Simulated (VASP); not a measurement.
Here is a VASP 6.6.1 calculation.

The input POSCAR:

```
Sn
1.0
   -2.9482820713      2.9504023647      1.5888172584
    2.9504023647     -2.9482820713      1.5888172584
    2.9460530987      2.9460530987     -1.5849306448
Sn
2
Direct
    0.0000251473      0.9999748527      0.0000000000
    0.7499748527      0.2500251473      0.5000000000
```

INCAR.step1

```
PREC     = Accurate       # precision mode
ENCUT    = 520            # plane-wave cutoff, eV
ISMEAR   = -1             # smearing method
SIGMA    = 0.1            # smearing width, eV
LREAL    = F              # projectors in reciprocal space
LASPH    = T              # aspherical terms in the spheres
NELM     = 100            # most SCF steps
NBANDS   = 21             # bands
GGA      = PE             # functional
ALGO     = Normal         # electronic algorithm
EDIFF    = 1E-4           # SCF threshold, eV
LWAVE    = T              # write WAVECAR
LCHARG   = F              # write CHGCAR
```

INCAR.step2

```
PREC     = Accurate       # precision mode
ENCUT    = 520            # plane-wave cutoff, eV
EDIFF    = 1E-7           # SCF threshold, eV
ISMEAR   = -1             # smearing method
SIGMA    = 0.1            # smearing width, eV
LREAL    = F              # projectors in reciprocal space
LASPH    = T              # aspherical terms in the spheres
NELM     = 100            # most SCF steps
ALGO     = Normal         # electronic algorithm
ISIF     = 2              # what is computed and relaxed
LWAVE    = F              # write WAVECAR
LCHARG   = F              # write CHGCAR
METAGGA  = R2SCAN         # meta-GGA
LMIXTAU  = T            
NBANDS   = 21             # bands
ISTART   = 1
```

KPOINTS

```
Automatic mesh
0
Gamma
  6 6 4
```

Potentials or basis: VASP PAW PBE potentials, release 64 (Sn_d).

Launch:

```sh
$ cat potpaw_PBE.64/Sn_d/POTCAR > POTCAR
$ cp INCAR.step1 INCAR
$ mpirun -np 1 vasp_std > vasp.out
$ cp INCAR.step2 INCAR
$ mpirun -np 1 vasp_std > vasp.out
```

(1) Estimate the pressure.

(2) Predict the band gap on the k mesh.

(3) What does it give for the largest force?

Results:

(1) -0.1 GPa.

(2) zero (band 14 reaches 9.08 eV, above the bottom of band 15 at 5.21 eV).

(3) 0.045 eV/Å.

Caveat: the k points lie up to 0.38 Å⁻¹ apart; the PAW data sets were made with another functional, which shifts forces and pressure a little; spin-orbit coupling is left out, which moves the levels of the heavy elements.
